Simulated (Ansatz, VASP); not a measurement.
Re: VASP and Ansatz over several settings

```
CELL_PARAMETERS angstrom
2.81495 0.00000 0.00000
-1.40747 2.43782 0.00000
0.00000 0.00000 4.54564
ATOMIC_POSITIONS crystal
Re 0.66667 0.33333 0.75000
Re 0.33333 0.66667 0.25000
```

Single points on this cell with VASP 6.6.1 and Ansatz 0.2.0. Each row is one pair of runs. Alike in all rows: k mesh: 11 × 11 × 6; smearing: fermi-dirac, width 0.05 eV.

```tsv
level	spin	VASP's potentials, cutoff	Ansatz's potentials, cutoff	gap on the k mesh at the Fermi level (eV), VASP	gap on the k mesh at the Fermi level (eV), Ansatz	pressure (GPa), VASP	pressure (GPa), Ansatz
LDA	off	VASP PAW LDA potentials, release 64 (Re), 520 eV	Ansatz PAW, 420 eV	none	none	-27.8	-28.4
r2SCAN	off	VASP PAW PBE potentials, release 64 (Re), 520 eV	Ansatz PAW, 500 eV	none	none	-20.5	-20.1
PBE+D3(BJ)	off	VASP PAW PBE potentials, release 64 (Re), 520 eV	Ansatz PAW, 420 eV	none	none	-21.3	-20.5
LDA	off	VASP PAW LDA potentials, release 64 (Re), 520 eV	JTH PAW LDA, 1290 eV	none	none	-27.8	-28.4
PBEsol	non-collinear, zero start, SOC	VASP PAW PBE potentials, release 64 (Re), 520 eV	Ansatz PAW, 420 eV	-	-	-22.7	-22.4
```

Pressure (GPa): the two programs differ by at most 0.73.

VASP's potentials hold 14 valence electrons a cell and Ansatz's 30, so a difference there can come from the potentials and not from the codes.

A gap of «none» marks a metal or a gap that the smearing closes.
